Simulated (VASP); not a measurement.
Runs of VASP 6.6.1 on MgS. The structure is that of space group P6_3mc (No. 186), or close to it. The cells are those of the table. 

| level | potentials or basis | cell | gap on the mesh (eV) | pressure (GPa) | largest force (eV/Å) |
| --- | --- | --- | --- | --- | --- |
| r2SCAN | VASP PAW PBE potentials, release 64 (Mg, S) | a = 4.055, b = 4.055, c = 6.491 Å, angles 90.0, 90.0, 120.0°, 4 atoms | 4.03 | (a) | 0.01 |
| LDA | VASP PAW LDA potentials, release 64 (Mg, S) | a = 4.055, b = 4.055, c = 6.491 Å, angles 90.0, 90.0, 120.0°, 4 atoms | 3.10 | -3.3 | 0.01 |
| PBE | VASP PAW PBE potentials, release 64 (Mg, S) | a = 4.102, b = 4.102, c = 6.154 Å, angles 90.0, 90.0, 120.0°, 4 atoms | 2.95 | 1.1 | 0.50 |
| PBE | VASP PAW PBE potentials, release 64 (Mg, S) | a = 4.088, b = 4.088, c = 7.097 Å, angles 90.0, 90.0, 120.0°, 4 atoms | 2.51 | (b) | (c) |
| PBE | VASP PAW PBE potentials, release 64 (Mg, S) | a = 4.352, b = 4.352, c = 6.359 Å, angles 90.0, 90.0, 120.0°, 4 atoms | 2.83 | 0.0 | 3.28 |
| PBE | VASP PAW PBE potentials, release 64 (Mg, S) | a = 3.982, b = 3.982, c = 6.251 Å, angles 90.0, 90.0, 120.0°, 4 atoms | 3.25 | 5.3 | 0.75 |

Alike in all rows: task single point; no spin polarisation; k mesh 6 × 6 × 4; cutoff (eV) 520; smearing gaussian 0.02 eV.

Estimate the missing entries.

(a) -1.3; (b) -4.6; (c) 1.10.

Caveats: forces of over 1 eV/Å act on the atoms, so gaps and moduli don't describe the material at rest (some runs); the PAW data sets were made with another functional, which shifts forces and pressure a little (some runs).

